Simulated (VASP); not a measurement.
A run of VASP 6.6.1 is set up as follows.

INCAR

```
ALGO = Normal
EDIFF = 1E-6
ENCUT = 520
ISIF = 2
ISMEAR = -1
LASPH = T
LCHARG = F
LREAL = F
LWAVE = F
NBANDS = 9
NELM = 60
PREC = Accurate
SIGMA = 0.1
```

Contents of KPOINTS:

```
k-points
0
Gamma
  14 14 14
```

File POSCAR:

```
Se
1.0
    0.0000000000      2.1448697104      2.1448697104
    2.1448697104      0.0000000000      2.1448697104
    2.1448697104      2.1448697104      0.0000000000
Se
1
Direct
    0.0000000000      0.0000000000      0.0000000000
```

Potentials or basis: VASP PAW LDA potentials, release 64 (Se).

Command:

```sh
$ cat potpaw_LDA.64/Se/POTCAR > POTCAR
$ mpirun -np 1 vasp_std > vasp.out
```

(1) Predict the band gap on the k mesh.

(2) Predict the pressure.

Answers

(1) zero (band 3 reaches 9.01 eV, above the bottom of band 4 at 3.56 eV).

(2) -3.2 GPa.
